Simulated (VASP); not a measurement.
Here is a VASP 6.6.1 calculation.

Contents of INCAR:

```
PREC = Accurate
ENCUT = 520
EDIFF = 1E-6
ISMEAR = 0
SIGMA = 0.02
LREAL = Auto
LASPH = True
NELM = 80
ALGO = Normal
ISIF = 2
LWAVE = False
LCHARG = False
GGA = PE
NBANDS = 48
```

The input KPOINTS:

```
regular mesh
0
Gamma
  2 2 2
```

Contents of POSCAR:

```
Si
1.0
    0.0000000000      5.4300000000      5.4300000000
    5.4300000000      0.0000000000      5.4300000000
    5.4300000000      5.4300000000      0.0000000000
Si
17
Direct
   -0.0005178637      0.0101915285     -0.0054852670
    0.1332018416      0.1245119705      0.1185808471
    0.0218746777     -0.0071350829      0.4920645488
    0.1349219153      0.1227449355      0.6227821363
   -0.0025058011      0.4965210866     -0.0042291897
    0.0891181400      0.6372463168      0.1366986188
    0.0006415285      0.4945593923      0.5094759669
    0.1337245856      0.6192603131      0.6238212707
    0.5049966851      0.0042406998     -0.0127022099
    0.6207674954      0.1460150092      0.1148037753
    0.5066501842      0.0024912523      0.5024181400
    0.6483063536      0.1172654696      0.6168420810
    0.4607386740      0.5136786372      0.0137491713
    0.6189701657      0.6190732965      0.1176340700
    0.5055988029      0.4878614180      0.5035172192
    0.6217619705      0.6149415285      0.6460159300
    0.6982674954      0.7679291897      0.2681860958
```

Potentials or basis: VASP PAW PBE potentials, release 64 (Si).

Run with:

```console
$ cat potpaw_PBE.64/Si/POTCAR > POTCAR
$ mpirun -np 1 vasp_std > vasp.out
```

Task: Predict the band gap on the k mesh.

Result: Zero (band 34 reaches 6.90 eV, above the bottom of band 35 at 6.76 eV).

Task: Estimate the largest force.

Result: 0.298 eV/Å.

Task: Estimate the pressure.

Result: 5.0 GPa.

Forces on the atoms (eV/Å):
```
Si  -0.013 -0.001 -0.040
Si   0.016 -0.043 -0.024
Si   0.044 -0.027 -0.041
Si   0.034 -0.023 -0.014
Si   0.040  0.009  0.019
Si  -0.102  0.111  0.106
Si  -0.002 -0.037 -0.001
Si   0.010 -0.026 -0.040
Si   0.018 -0.025 -0.020
Si   0.013  0.035 -0.101
Si   0.026 -0.026 -0.026
Si   0.038 -0.051 -0.045
Si  -0.064  0.043  0.051
Si   0.088  0.018  0.000
Si   0.025 -0.026 -0.025
Si   0.001 -0.104  0.028
Si  -0.172  0.174  0.171
```

Caveat: the k points lie up to 0.50 Å⁻¹ apart.
